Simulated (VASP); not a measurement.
Crystal: Ge2Sb2Se.

```xyz
5
Lattice="1.9917 -8.6312 0.0000 1.9917 8.6312 0.0000 0.0000 0.0000 3.5442" Properties=species:S:1:pos:R:3 pbc="T T T"
Ge    1.9917   -1.4544    1.7721
Ge    1.9917    1.4544    1.7721
Sb    1.9917   -5.5524    0.0000
Sb    1.9917    5.5524    0.0000
Se    0.0000    0.0000    0.0000
```

The cell was built from a structure type or drawn by symmetry, and may not be a known phase.

```yaml
Program: VASP 6.6.1
Task: relaxation of cell and atoms
Functional: PBE
Potentials_or_basis: VASP PAW PBE potentials, release 64 (Ge_d, Sb, Se)
Cutoff: 600 eV
k_mesh: 4 × 4 × 6
Occupations: gaussian, width 0.1 eV
Spin: no spin polarisation
```

At the start: pressure 0.1 GPa; volume 24.37 Å³/atom.

**Question.** How do energy, volume and symmetry change on relaxing?

**Answer.** Over 34 steps the energy falls by 45.5 meV/atom and the volume is 24.07 Å³/atom (-1.2 %); space group Cmmm (No. 65, to 0.1 Å) before and after.

The path:
| step | energy change (eV) | largest force (eV/Å) | pressure (GPa) | volume (Å³) |
| --- | --- | --- | --- | --- |
| 1 | 0.0000 | 0.1662 | 0.08 | 121.86 |
| 2 | -0.0056 | 0.1472 | -0.04 | 122.07 |
| 3 | -0.0145 | 0.0817 | -0.41 | 122.70 |
| 4 | -0.0199 | 0.0819 | -0.34 | 122.27 |
| 5 | -0.0387 | 0.0344 | 0.01 | 120.97 |
| 6 | -0.0509 | 0.1880 | 1.28 | 118.34 |
| 7 | -0.0531 | 0.0999 | 0.76 | 119.33 |
| 8 | -0.0536 | 0.1240 | 0.92 | 119.00 |
| 9 | -0.0555 | 0.1366 | 0.94 | 118.91 |
| 10 | -0.0592 | 0.1776 | 1.05 | 118.66 |
| 11 | -0.0616 | 0.2730 | 1.38 | 118.12 |
| 12 | -0.0707 | 0.2655 | 1.20 | 118.40 |
| 13 | -0.0987 | 0.3004 | 0.67 | 119.22 |
| 14 | -0.1366 | 0.3788 | -0.34 | 120.83 |
| 15 | -0.1073 | 0.4317 | -1.75 | 123.90 |
| 16 | -0.1402 | 0.4180 | -0.91 | 121.81 |
| 17 | -0.1406 | 0.4097 | -0.81 | 121.57 |
| 18 | -0.1506 | 0.4068 | -0.67 | 121.11 |
| 19 | -0.1655 | 0.3664 | -0.16 | 119.74 |
| 20 | -0.1657 | 0.3578 | 0.03 | 119.49 |
| 21 | -0.1768 | 0.3288 | 0.04 | 119.30 |
| 22 | -0.2021 | 0.2209 | 0.44 | 118.74 |
| 23 | -0.2059 | 0.0889 | 1.14 | 117.61 |
| 24 | -0.2124 | 0.0790 | 0.78 | 118.13 |
| 25 | -0.2186 | 0.1064 | -0.33 | 120.52 |
| 26 | -0.2189 | 0.0982 | -0.26 | 120.13 |
| 27 | -0.2189 | 0.0949 | -0.13 | 119.98 |
| 28 | -0.2189 | 0.0963 | -0.15 | 120.04 |
| 29 | -0.2217 | 0.0945 | -0.13 | 120.00 |
| 30 | -0.2251 | 0.0667 | 0.01 | 119.88 |
| 31 | -0.2252 | 0.0748 | -0.02 | 119.90 |
| 32 | -0.2267 | 0.0044 | 0.19 | 119.75 |
| 33 | -0.2267 | 0.0066 | 0.13 | 119.75 |
| 34 | -0.2276 | 0.0085 | -0.04 | 120.34 |

Final structure:
```cif
data_structure
_symmetry_space_group_name_H-M 'P 1'
_symmetry_Int_Tables_number 1
_cell_length_a 9.7357
_cell_length_b 9.7357
_cell_length_c 3.4478
_cell_angle_alpha 90.000
_cell_angle_beta 90.000
_cell_angle_gamma 158.393
_cell_volume 120.34
loop_
_atom_site_label
_atom_site_type_symbol
_atom_site_fract_x
_atom_site_fract_y
_atom_site_fract_z
_atom_site_occupancy
Ge1 Ge 0.57850 0.42150 0.50000 1
Ge2 Ge 0.42150 0.57850 0.50000 1
Sb1 Sb 0.81298 0.18702 0.00000 1
Sb2 Sb 0.18702 0.81298 0.00000 1
Se1 Se 0.00000 0.00000 0.00000 1
```

Caveat: the k points lie up to 0.44 Å⁻¹ apart in the final cell, too coarse for converged energies and pressures of a metal.
